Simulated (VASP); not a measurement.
# SnO2: single point with PBEsol

The system is SnO2.

```
Sn O
1.0
    -2.14965    2.14965    5.17227
     2.14965   -2.14965    5.17227
     2.14965    2.14965   -5.17227
Sn O
2 4
Direct
  0.75000 0.25000 0.50000
  0.00000 0.00000 0.00000
  0.80024 0.80024 0.00000
  0.94976 0.44976 0.50000
  0.19976 0.19976 0.00000
  0.55024 0.05024 0.50000
```

This cell differs from its parent crystal: volume 15.934 Å^3 an atom, c/a of the conventional cell 2.4061.

```yaml
Program: VASP 6.6.1
Task: single point
Functional: PBEsol
Potentials_or_basis: VASP PAW PBE potentials, release 64 (Sn_d, O)
Cutoff: 520 eV
k_mesh: 10 × 10 × 10
Occupations: gaussian, width 0.05 eV
Spin: no spin polarisation
Dipole_correction: no
Further_INCAR_settings: ALGO = Normal; EDIFF = 1e-06; NBANDS = 35
```

```yaml
Pressure: -14.2 GPa
Largest_force: 0.047 eV/Å
Band_gap_on_the_k_mesh: 0.71 eV, indirect (least direct gap 0.93 eV)
```

Forces in eV/Å, atoms in the order of the input:
```
Sn   0.000  0.000  0.000
Sn   0.000  0.000  0.000
O    0.000  0.000 -0.047
O    0.000  0.000  0.047
O    0.000  0.000  0.047
O    0.000  0.000 -0.047
```

Stress tensor (GPa, compression positive):
```
-15.75   0.00   0.00
  0.00 -15.75   0.00
  0.00   0.00 -11.19
```

Levels at points of the mesh, in eV from the valence-band top:
```tsv
k point	band 22	band 23	band 24	band 25	band 26	band 27	band 28	band 29	band 30	band 31
(0.00, 0.00, 0.00)	-1.33	-0.50	-0.50	-0.23	-0.23	0.71	4.63	8.92	9.40	9.75
(0.50, 0.00, 0.00)	-0.93	-0.60	-0.59	-0.40	-0.38	3.55	5.01	7.06	7.30	9.01
(0.50, 0.50, 0.00)	-1.05	-0.65	-0.65	-0.08	-0.08	5.56	5.56	6.64	6.64	7.34
(0.50, 0.50, 0.50)	-2.03	-0.87	-0.87	-0.16	-0.16	3.30	3.30	7.43	7.43	9.90
```

Run time: 4.5 min on 1 thread of Intel(R) Xeon(R) 6975P-C (Granite Rapids), with other jobs on the host, peak memory 0.49 GiB.

Caveat: the PAW data sets were made with another functional, which shifts forces and pressure a little; spin-orbit coupling is left out, which moves the levels of the heavy elements. A k mesh can miss the band edges.
